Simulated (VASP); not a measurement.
# BaTiO3 (P4mm) in VASP: further runs

Runs on BaTiO3. Level: PBE. Tasks: single point.

Program: VASP 6.6.1. These are calculated values, not measurements. Logs are shortened: lines on timing, memory, paths and dates and some standing lists are left out, and cuts for length are marked.

### Step 1. The cell of the first run

It takes space group P4mm (No. 99, tetragonal). Conventional cell: a = 3.985 Å, b = 3.985 Å, c = 4.326 Å, α = 90.00°, β = 90.00°, γ = 90.00°. Ba (site symmetry 4mm) has 12 O at 2.81 to 3.08 Å and 8 Ti at 3.52 to 3.59 Å within 3.7 Å. Ti (site symmetry 4mm) has 5 O at 1.80 to 2.01 Å within 2.4 Å. Within 2.9 Å of O (site symmetry 2mm) lie 2 Ti at 2.01 Å and 2 Ba at 2.81 Å and 6 O at 2.82 to 2.86 Å. Within 2.4 Å of O (site symmetry 4mm) lie 1 Ti at 1.80 Å.

### Step 2. Single point, PBE (strain along c alone, the other axes held: +3.0 %, then relaxed in part)

INCAR

```
PREC = Accurate
ENCUT = 520
EDIFF = 1E-6
ISMEAR = 0
SIGMA = 0.02
LREAL = False
LASPH = True
NELM = 60
ALGO = Normal
ISIF = 2
LWAVE = False
LCHARG = False
GGA = PE
NBANDS = 28
```

KPOINTS

```
regular mesh
0
Gamma
  8 8 6
```

POSCAR

```
BaTiO3
1.0
    3.9854497974      0.0000000000      0.0000000000
    0.0000000000      3.9854497974      0.0000000000
    0.0000000000      0.0000000000      4.3264971240
Ba Ti O
1 1 3
Direct
    0.5000000000      0.5000000000      0.6006785108
    0.0000000000      0.0000000000      0.1147671007
    0.0000000000      0.5000000000      0.0573251531
    0.5000000000      0.0000000000      0.0573251531
    0.0000000000      0.0000000000      0.5299010722
```

Potentials or basis: VASP PAW PBE potentials, release 64 (Ba_sv, Ti_sv, O).

Command:

```sh
> cat potpaw_PBE.64/Ba_sv/POTCAR potpaw_PBE.64/Ti_sv/POTCAR potpaw_PBE.64/O/POTCAR > POTCAR
> mpirun -np 1 vasp_std > vasp.out
```

OUTCAR:

```text
PREC = Accurate
   ENCUT = 520
   EDIFF = 1E-6
   ISMEAR = 0
   LREAL = False
   LASPH = True
   NELM = 60
   ISIF = 2
   GGA = PE

 ion  position               nearest neighbor table
   1  0.500  0.500  0.601-   3 2.81   4 2.81   4 2.81   3 2.81   5 2.83   5 2.83   5 2.83   5 2.83
                             3 3.08   4 3.08   3 3.08   4 3.08   2 3.52   2 3.52   2 3.52   2 3.52
   2  0.000  0.000  0.115-   5 1.80   4 2.01   3 2.01   3 2.01   4 2.01   1 3.52   1 3.52   1 3.52
                             1 3.52   1 3.59   1 3.59   1 3.59   1 3.59
   3  0.000  0.500  0.057-   2 2.01   2 2.01   1 2.81   1 2.81   1 3.08   1 3.08
   4  0.500  0.000  0.057-   2 2.01   2 2.01   1 2.81   1 2.81   1 3.08   1 3.08
   5  0.000  0.000  0.530-   2 1.80   1 2.83   1 2.83   1 2.83   1 2.83

  LATTYP: Found a simple tetragonal cell.
 ALAT       =     3.9854497974
 C/A-ratio  =     1.0855731082

  Lattice vectors:

 A1 = (   3.9854497974,   0.0000000000,   0.0000000000)
 A2 = (   0.0000000000,   3.9854497974,   0.0000000000)
 A3 = (   0.0000000000,   0.0000000000,   4.3264971240)

Analysis of symmetry for initial positions (statically):
=====================================================================
 Subroutine PRICEL returns:
 Original cell was already a primitive cell.

 Routine SETGRP: Setting up the symmetry group for a
 simple tetragonal supercell.

 Subroutine GETGRP returns: Found  8 space group operations
 (whereof  8 operations were pure point group operations)
 out of a pool of 16 trial point group operations.

The static configuration has the point symmetry C_4v.

Analysis of symmetry for dynamics (positions and initial velocities):
=====================================================================
 Subroutine PRICEL returns:
 Original cell was already a primitive cell.

 Routine SETGRP: Setting up the symmetry group for a
 simple tetragonal supercell.

 Subroutine GETGRP returns: Found  8 space group operations
 (whereof  8 operations were pure point group operations)
 out of a pool of 16 trial point group operations.

The dynamic configuration has the point symmetry C_4v.

 Subroutine INISYM returns: Found  8 space group operations
 (whereof  8 operations are pure point group operations),
 and found     1 'primitive' translations

----------------------------------------------------------------------------------------

                                     Primitive cell

  volume of cell :      68.7213

  direct lattice vectors                    reciprocal lattice vectors
[... 98 lines left out ...]
   NFREE  =      0    steps in history (QN), initial steepest desc. (CG)
   ISIF   =      2    stress and relaxation
   ISYM   =      2    0-nonsym 1-usesym 2-fastsym
   POTIM  = 0.5000    time-step for ionic-motion
   TEBEG  =    0.0;   TEEND  =   0.0 temperature during run
   PSTRESS=    0.0 pullay stress
   NELECT =      40.0000    total number of electrons
   NUPDOWN=      -1.0000    fix difference up-down
   EMIN   =  10.00;   EMAX   =-10.00  energy-range for DOS
   EFERMI =   0.00;   METHOD = LEGACY
   ISMEAR =     0;   SIGMA  =   0.02  broadening in eV -4-tet -1-fermi 0-gaus
   EFERMI_NEDOS =   21; number of points for ismear=-14 and -15
   IALGO  =     38    algorithm
   IMIX   =      4    mixing-type and parameters
     AMIX     =   0.40;   BMIX     =  1.00
     AMIX_MAG =   1.60;   BMIX_MAG =  1.00
  volume/ion in A,a.u.               =      13.74        92.75
  Fermi-wavevector in a.u.,A,eV,Ry     =   1.366882  2.583033 25.420680  1.868367
  Thomas-Fermi vector in A             =   2.492984
   LORBIT       =      0    0 simple, 1 ext, 2 COOP (PROOUT), +10 PAW based schemes
   GGA     = PE    functional components
   LHFCALC =     F    Hartree Fock is set to
   AEXX    =    0.0000 exact exchange contribution
   IVDW    =     0    specifies the selected vdW correction
   LEPSILON=     F    determine dielectric tensor
   LRPA    =     F    only Hartree local field effects (RPA)
 non-spin polarized calculation
 Gauss-broadening in eV      SIGMA  =   0.02
  energy-cutoff  :      520.00
  volume of cell :       68.72
 maximum number of plane-waves:      1884
 NGX is ok and might be reduce to    30
   NGX = 15   NGY = 15   NGZ = 17

 number of electron      39.9999981 magnetization

 Free energy of the ion-electron system (eV)
  ---------------------------------------------------
  ext. energy  EPLUGINS =         0.00000000
  ---------------------------------------------------
  free energy    TOTEN  =       -40.03923635 eV

  energy without entropy =      -40.03923635  energy(sigma->0) =      -40.03923635

 E-fermi :   3.7091     XC(G=0): -10.8556

 val. band max:        3.6192495006   @ k =   0.5000   0.5000   0.5000
 cond. band min:       5.4039275921   @ k =   0.0000   0.0000   0.0000
 fundamental gap:      1.7846780914
 Fermi energy:         3.7090834561

 k-point     1 :       0.0000    0.0000    0.0000
  band No.  band energies     occupation
      1     -53.0939      2.00000
      2     -29.4654      2.00000
      3     -29.2803      2.00000
      4     -29.2803      2.00000
      5     -21.7663      2.00000
      6     -13.4225      2.00000
[... 733 lines left out ...]
     27      11.0730      0.00000
     28      11.4728      0.00000

 [... further k-points ...]

------------------------ aborting loop because EDIFF is reached ----------------------------------------

  FORCE on cell =-STRESS in cart. coord.  units (eV):
  Direction    XX          YY          ZZ          XY          YZ          ZX
  --------------------------------------------------------------------------------------
  -------------------------------------------------------------------------------------
  Total       -0.2926265     -0.2926265     -0.2288313      0.0000000      0.0000000      0.0000000
  in kB       -6.8223362     -6.8223362     -5.3350059      0.0000000      0.0000000      0.0000000
  external PRESSURE =      -6.3265594 kB  Pullay stress =       0.0000000 kB

 VOLUME and BASIS-vectors are now :
 -----------------------------------------------------------------------------
  energy-cutoff  :      520.00
  volume of cell :       68.72
      direct lattice vectors                 reciprocal lattice vectors
     3.985449797  0.000000000  0.000000000     0.250912708  0.000000000  0.000000000
     0.000000000  3.985449797  0.000000000     0.000000000  0.250912708  0.000000000
     0.000000000  0.000000000  4.326497124     0.000000000  0.000000000  0.231133864

 POSITION                                       TOTAL-FORCE (eV/Angst)
 -----------------------------------------------------------------------------------
      1.99272      1.99272      2.59883         0.000000      0.000000     -0.064560
      0.00000      0.00000      0.49654         0.000000     -0.000000     -0.090270
      0.00000      1.99272      0.24802         0.000000     -0.000000      0.033688
      1.99272      0.00000      0.24802         0.000000     -0.000000      0.033688
      0.00000      0.00000      2.29262        -0.000000     -0.000000      0.087455
 -----------------------------------------------------------------------------------
    total drift:                                0.000000     -0.000000     -0.000871

  FREE ENERGIE OF THE ION-ELECTRON SYSTEM (eV)
  ---------------------------------------------------
  free  energy   TOTEN  =       -40.0392363532 eV

  energy  without entropy=      -40.0392363532  energy(sigma->0) =      -40.03923635
```

OSZICAR:

```text
N       E                     dE             d eps       ncg     rms          rms(c)
DAV:   1     0.423019160251E+03    0.42302E+03   -0.19415E+04  3360   0.150E+03
DAV:   2    -0.478765346171E+01   -0.42781E+03   -0.40830E+03  3896   0.415E+02
DAV:   3    -0.488711381542E+02   -0.44083E+02   -0.43727E+02  4708   0.134E+02
DAV:   4    -0.506429928905E+02   -0.17719E+01   -0.17672E+01  5048   0.239E+01
DAV:   5    -0.506768517609E+02   -0.33859E-01   -0.33852E-01  4608   0.283E+00    0.233E+01
DAV:   6    -0.403919962342E+02    0.10285E+02   -0.58152E+01  5064   0.672E+01    0.105E+01
DAV:   7    -0.402634019620E+02    0.12859E+00   -0.12793E+01  4608   0.266E+01    0.718E+00
DAV:   8    -0.400468255120E+02    0.21658E+00   -0.62896E-01  4144   0.726E+00    0.385E+00
DAV:   9    -0.400763621777E+02   -0.29537E-01   -0.48268E-01  4972   0.635E+00    0.185E+00
DAV:  10    -0.400439410416E+02    0.32421E-01   -0.15054E-01  4452   0.372E+00    0.620E-01
DAV:  11    -0.400403874537E+02    0.35536E-02   -0.18037E-02  4568   0.133E+00    0.319E-01
DAV:  12    -0.400392022443E+02    0.11852E-02   -0.59234E-03  4124   0.524E-01    0.449E-02
DAV:  13    -0.400392832973E+02   -0.81053E-04   -0.32799E-04  3900   0.146E-01    0.605E-02
DAV:  14    -0.400392323908E+02    0.50907E-04   -0.16726E-04  4052   0.137E-01    0.820E-03
DAV:  15    -0.400392357956E+02   -0.34049E-05   -0.14495E-05  4516   0.240E-02    0.371E-03
DAV:  16    -0.400392363532E+02   -0.55757E-06   -0.27374E-06  3160   0.165E-02
   1 F= -.40039236E+02 E0= -.40039236E+02  d E =-.511347E-13
```

stdout:

```text
POSCAR found type information on POSCAR BaTiO
 POSCAR found :  3 types and       5 ions
 scaLAPACK will be used
 LDA part: xc-table for (Slater+PW92), standard interpolation
 POSCAR, INCAR and KPOINTS ok, starting setup
 FFT: planning ... GRIDC
 FFT: planning ... GRID_SOFT
 FFT: planning ... GRID
 WAVECAR not read
 entering main loop
```

It took 53 s on 1 thread of Intel Xeon 6975P-C (Granite Rapids), shared host; peak memory 0.25 GiB.

Results:

- Free energy: -40.0392 eV
- Pressure: -0.6 GPa
- Largest force: 0.090 eV/Å
- Band gap on the k mesh: 1.78 eV (least direct gap 2.42 eV)

Forces in eV/Å, atoms in the order of the input:
```
Ba   0.000  0.000 -0.065
Ti   0.000  0.000 -0.090
O    0.000  0.000  0.034
O    0.000  0.000  0.034
O    0.000  0.000  0.087
```

Caveat: the cell differs from its parent crystal (strain along c alone, the other axes held: +3.0 %, then relaxed in part); spin-orbit coupling is left out, which moves the levels of the heavy elements. A k mesh can miss the band edges.

(Continued in part 2 of 3.)
